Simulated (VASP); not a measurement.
Input of a VASP 6.6.1 run:

Contents of INCAR:

```
SYSTEM = K2S
  PREC = Accurate
  ENCUT = 500
  EDIFF = 1E-8
  ISMEAR = 0
  SIGMA = 0.01
  LREAL = .False.
  LASPH = .True.
  NELM = 120
  ALGO = Normal
  ISIF = 2
  LWAVE = .False.
  LCHARG = .False.
  GGA = PS
  NBANDS = 19
  IBRION = 8
  NSW = 1
  GGA_COMPAT = .False.
```

KPOINTS

```
Automatic mesh
0
Gamma
  6 6 6
  0 0 0
```

Contents of POSCAR:

```
K2S
1.0
    3.3487620227      3.3487620227      0.0000000000
   -3.3487620227      3.3487620227      0.0000000000
    0.0000000000      3.3487620227      3.3487620227
K S
2 1
Direct
    0.2500000000      0.7500000000      0.5000000000
    0.7500000000      0.2500000000      0.5000000000
    0.0000000000      0.0000000000      0.0000000000
```

Potentials or basis: VASP PAW PBE potentials, release 64 (K_sv, S).

Command:

```console
$ cat potpaw_PBE.64/K_sv/POTCAR potpaw_PBE.64/S/POTCAR > POTCAR
$ mpirun -np 1 vasp_std > vasp.out
```

**Question.** Estimate the highest phonon frequency at Γ, LO-TO splitting left out.

**Answer.** 269 cm⁻¹.

Phonon frequencies in cm⁻¹ (negative: imaginary):
```
              q point                    frequencies
(0.000, 0.000, 0.000)  0 0 0 180 180 180 269 269 269
```

Caveat: the cell stands under pressure or tension, which shifts response properties.
